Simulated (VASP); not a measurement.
The system is TaF3.

```xyz
4
Lattice="3.9650 0.0000 0.0000 0.0000 3.9650 0.0000 0.0000 0.0000 3.9650" Properties=species:S:1:pos:R:3 pbc="T T T"
Ta    0.0000    0.0000    0.0000
F     1.9825    0.0000    0.0000
F     0.0000    1.9825    0.0000
F     0.0000    0.0000    1.9825
```

* Program: VASP 6.6.1
* Task: relaxation of cell and atoms
* Functional: r2SCAN
* Potentials or basis: VASP PAW PBE potentials, release 64 (Ta_pv, F)
* Cutoff: 600 eV
* k mesh: 5 × 5 × 5
* Occupations: fermi-dirac, width 0.1 eV
* Spin: no spin polarisation

At the start: pressure 13.8 GPa; volume 15.58 Å³/atom.

Task: Where does the relaxation end?

Result: Over 4 steps the energy falls by 62.4 meV/atom and the volume is 17.16 Å³/atom (+10.1 %); space group Pm-3m (No. 221, to 0.05 Å).

The path:
| step | energy change (eV) | largest force (eV/Å) | pressure (GPa) | volume (Å³) |
| --- | --- | --- | --- | --- |
| 1 | 0.0000 | 0.0000 | 13.78 | 62.33 |
| 2 | -0.0625 | 0.0000 | -8.43 | 75.23 |
| 3 | -0.2494 | 0.0000 | -0.13 | 68.76 |
| 4 | -0.2494 | 0.0000 | 0.09 | 68.63 |

Final structure:
```yaml
crystal:
  lattice:
    - [4.09421, 0.00000, 0.00000]
    - [0.00000, 4.09421, 0.00000]
    - [0.00000, 0.00000, 4.09421]
  atoms:
    - { symbol: Ta, position: [0.00000, 0.00000, 0.00000] }
    - { symbol: F, position: [0.50000, 0.00000, 0.00000] }
    - { symbol: F, position: [0.00000, 0.50000, 0.00000] }
    - { symbol: F, position: [0.00000, 0.00000, 0.50000] }
```

Caveat: the PAW data sets were made with another functional, which shifts forces and pressure a little; the volume moved by +10 % from the deposited cell, more than functionals usually miss.
